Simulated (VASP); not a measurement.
PbS:

```
Pb S
1.0
     0.00000    3.30098    3.30098
     3.30098    0.00000    3.30098
     3.30098    3.30098    0.00000
Pb S
1 1
Direct
  0.00000 0.00000 0.00000
  0.25000 0.25000 0.25000
```

Base run:

| Quantity | Value |
| --- | --- |
| Program | VASP 6.6.1 |
| Functional | PBE |
| Potentials or basis | VASP PAW PBE potentials, release 64 (Pb_d, S) |
| Cutoff | 520 eV |
| k mesh | 4 × 4 × 4 |
| Occupations | gaussian, width 0.01 eV |
| Spin | no spin polarisation |

Its results: band gap on the k mesh 0.80 eV (least direct gap 1.27 eV); pressure 0.7 GPa.

Task: After a change of settings the same cell gave: band gap on the k mesh 1.97 eV (least direct gap 2.51 eV); pressure -0.1 GPa. Which change was it?
A. functional from PBE to r2SCAN
B. functional from PBE to HSE06
C. k mesh from 4 × 4 × 4 to 6 × 6 × 6; further incar settings from ALGO = Normal; EDIFF = 1e-06; NBANDS = 17 to ALGO = Normal; EDIFF = 1e-07; NBANDS = 17
D. functional from PBE to PBE0; further incar settings from ALGO = Normal; EDIFF = 1e-06; NBANDS = 17 to ALGO = Normal; EDIFF = 1e-07; NBANDS = 17

Result: D.

Caveats: spin-orbit coupling is left out, which moves the levels of the heavy elements; the PAW data sets were made with another functional, which shifts forces and pressure a little (at least some runs).
